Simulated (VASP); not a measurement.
Set up this calculation in VASP 6.6.1, as the native input.

```
Task                   : relaxation of the atoms
Functional             : PBE
Potentials or basis    : VASP PAW PBE potentials, release 64 (Ba_sv, Ti_sv, O)
Cutoff                 : 520 eV
k mesh                 : 8 × 8 × 8
Occupations            : fermi-dirac, width 0.02 eV
Spin                   : no spin polarisation
Dipole correction      : no
Further INCAR settings : ALGO = Normal; EDIFF = 1e-06; IBRION = 2; EDIFFG = -0.02; NSW = 80
```

The structure of BaTiO3 lies in POSCAR:

```
BaTiO3
1.0
    4.0325305745      0.0000000000      0.0000000000
    0.0000000000      4.0325305745      0.0000000000
    0.0000000000      0.0000000000      4.0325305745
Ba Ti O
1 1 3
Direct
    0.5000000000      0.5000000000      0.5000000000
    0.0000000000      0.0000000000      0.0000000000
    0.5000000000      0.0000000000      0.0000000000
    0.0000000000      0.5000000000      0.0000000000
    0.0000000000      0.0000000000      0.5000000000
```

One way to write it, as run:

INCAR

```
PREC     = Accurate       # precision mode
ENCUT    = 520            # plane-wave cutoff, eV
EDIFF    = 1E-6           # SCF threshold, eV
ISMEAR   = -1             # smearing method
SIGMA    = 0.02           # smearing width, eV
LREAL    = False          # projectors in reciprocal space
LASPH    = True           # aspherical terms in the spheres
NELM     = 60             # most SCF steps
ALGO     = Normal         # electronic algorithm
ISIF     = 2              # what is computed and relaxed
LWAVE    = False          # write WAVECAR
LCHARG   = False          # write CHGCAR
GGA      = PE             # functional
IBRION   = 2              # ionic algorithm
NSW      = 80             # ionic steps
EDIFFG   = -0.02          # ionic threshold
```

KPOINTS

```
regular mesh
0
Gamma
  8 8 8
```

Potentials or basis: VASP PAW PBE potentials, release 64 (Ba_sv, Ti_sv, O).

Run with:

```sh
$ cat potpaw_PBE.64/Ba_sv/POTCAR potpaw_PBE.64/Ti_sv/POTCAR potpaw_PBE.64/O/POTCAR > POTCAR
$ mpirun -np 1 vasp_std > vasp.out
```

Results of the run:

```json
{
 "Pressure after relaxing": "0.1 GPa",
 "Band gap on the k mesh": "1.70 eV (least direct gap 1.87 eV)"
}
```

Caveat: the relaxation stopped at its first step, so nothing moved; spin-orbit coupling is left out, which moves the levels of the heavy elements.

Run time: 25 s on 1 thread of Intel(R) Xeon(R) 6975P-C (Granite Rapids), on a shared host, peak memory 0.2 GiB.
